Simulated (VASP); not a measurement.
## TaAs: single point with revPBE

The system is TaAs.

```
CELL_PARAMETERS angstrom
-1.72181 1.72181 5.86794
1.72181 -1.72181 5.86794
1.72181 1.72181 -5.86794
ATOMIC_POSITIONS crystal
Ta 0.49997 0.49997 0.00000
Ta 0.24997 0.74997 0.50000
As 0.08263 0.08263 0.00000
As 0.83263 0.33263 0.50000
```

```json
{
 "Program": "VASP 6.6.1",
 "Task": "single point",
 "Functional": "revPBE",
 "Potentials or basis": "VASP PAW PBE potentials, release 64 (Ta_pv, As)",
 "Cutoff": "520 eV",
 "k mesh": "11 × 11 × 11",
 "Occupations": "fermi-dirac, width 0.05 eV",
 "Spin": "no spin polarisation"
}
```

```json
{
  "Pressure": "4.6 GPa",
  "Largest force": "0.028 eV/Å"
}
```

Forces on the atoms (eV/Å):
```
Ta   0.000  0.000  0.028
Ta   0.000  0.000  0.028
As   0.000  0.000 -0.028
As   0.000  0.000 -0.028
```

Stress tensor (GPa, compression positive):
```
5.04 0.00 0.00
0.00 5.04 0.00
0.00 0.00 3.73
```

Levels at points of the mesh, in eV from the Fermi level:
| k point | band 14 | band 15 | band 16 | band 17 | band 18 | band 19 |
| --- | --- | --- | --- | --- | --- | --- |
| (0.00, 0.00, 0.00) | -1.95 | -1.63 | -1.63 | 0.92 | 1.58 | 2.33 |

Run time: 4.8 min on 1 thread of AMD EPYC 9R45 96-Core Processor (Zen 5) (shared host), peak memory 0.41 GiB.

Caveat: the PAW data sets were made with another functional, which shifts forces and pressure a little; spin-orbit coupling is left out, which moves the levels of the heavy elements.
